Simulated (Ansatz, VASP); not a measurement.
Two plane-wave programs on BP

```
CELL_PARAMETERS angstrom
0.00000 2.27408 2.27408
2.27408 0.00000 2.27408
2.27408 2.27408 0.00000
ATOMIC_POSITIONS crystal
B 0.00000 0.00000 0.00000
P 0.25000 0.25000 0.25000
```

Alike in both runs: functional PBE; k mesh 10 × 10 × 10; occupations gaussian, width 0.02 eV; no spin polarisation.

Ansatz relaxed the structure, and its values are those at the end. VASP's run is a single point on that final structure, the one shown.

|  | VASP | Ansatz |
| --- | --- | --- |
| version | VASP 6.6.1 | Ansatz 0.2.0 |
| potentials or method | VASP PAW PBE potentials, release 64 (B, P), cutoff 500 eV | scalar-relativistic, plane waves, PAW |
| valence electrons in the cell | 8 | 8 |

Ansatz gave:

```
gap on the k mesh at the Fermi level (eV) : 1.25
least direct gap on the mesh (eV)         : 3.39
pressure (GPa)                            : 0.0
```

Q: Estimate VASP's values.

A: gap on the k mesh at the Fermi level (eV): 1.25; least direct gap on the mesh (eV): 3.39; pressure (GPa): -0.2.

The functional is the same, so the differences come from potentials, cutoffs and numerics.
